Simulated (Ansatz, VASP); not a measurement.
Two plane-wave programs on PbO

POSCAR

```
PbO
1.0
    3.1793716484     -0.0910889977      0.0000000000
   -0.0910889977      3.1793716484      0.0000000000
    0.0000000000      0.0000000000      3.1793716484
Pb O
1 1
Direct
    0.0000000000      0.0000000000      0.0000000000
    0.5000000000      0.5000000000      0.5000000000
```

File INCAR.step1:

```
SYSTEM = PbO
  ALGO = Normal
  EDIFF = 1E-4
  ENCUT = 520
  GGA = PE
  ISMEAR = -1
  LASPH = .TRUE.
  LCHARG = .FALSE.
  LREAL = .FALSE.
  LWAVE = .TRUE.
  NBANDS = 17
  NELM = 80
  PREC = Accurate
  SIGMA = 0.02
```

File INCAR.step2:

```
SYSTEM = PbO
  ALGO = Normal
  EDIFF = 1E-6
  ENCUT = 520
  ISIF = 2
  ISMEAR = -1
  ISTART = 1
  LASPH = .TRUE.
  LCHARG = .FALSE.
  LMIXTAU = .TRUE.
  LREAL = .FALSE.
  LWAVE = .FALSE.
  METAGGA = R2SCAN
  NBANDS = 17
  NELM = 80
  PREC = Accurate
  SIGMA = 0.02
```

KPOINTS

```
k-points
0
G
  8 8 8
  0 0 0
```

Input for Ansatz:

```yaml
crystal:
  lattice:
    - [3.1793716484, -0.0910889977, 0.0]
    - [-0.0910889977, 3.1793716484, 0.0]
    - [0.0, 0.0, 3.1793716484]
  atoms:
    - { symbol: Pb, position: [0.0, 0.0, 0.0] }
    - { symbol: O, position: [0.5, 0.5, 0.5] }
kpoints:
  mp_grid: { grid: [8, 8, 8] }
  band_path:
    path:
      - [0.0, 0.0, 0.0]
      - [0.0, 0.5, 0.0]
      - [0.5, 0.5, 0.0]
      - [0.5, 0.5, 0.5]
      - [0.05, 0.5, 0.05]
    npoints: 1
hamiltonian:
  xc: r2scan
scf:
  occupations: { method: fermi_dirac, width: 0.02 }
  n_extra_bands: 4
output:
  forces: true
  stress: true
  eigenvalues: true
```

Change from the starting cell: shear_xy strain -5.7%.

Alike in both runs: task single point; functional r2SCAN; k mesh 8 × 8 × 8; occupations fermi-dirac, width 0.02 eV; no spin polarisation.

|  | VASP | Ansatz |
| --- | --- | --- |
| version | VASP 6.6.1 | Ansatz 0.2.0 |
| potentials or method | VASP PAW PBE potentials, release 64 (Pb_d, O) | plane waves, PAW |
| plane-wave cutoff (eV) | 520 | 500 |
| valence electrons in the cell | 20 | 20 |

VASP gave:

- pressure (GPa): 0.5

Task: What did Ansatz give for the same quantities?

Result: Pressure (GPa): 0.4.

VASP's potentials were made for PBE, not for r2SCAN.

Spin-orbit coupling is off throughout.
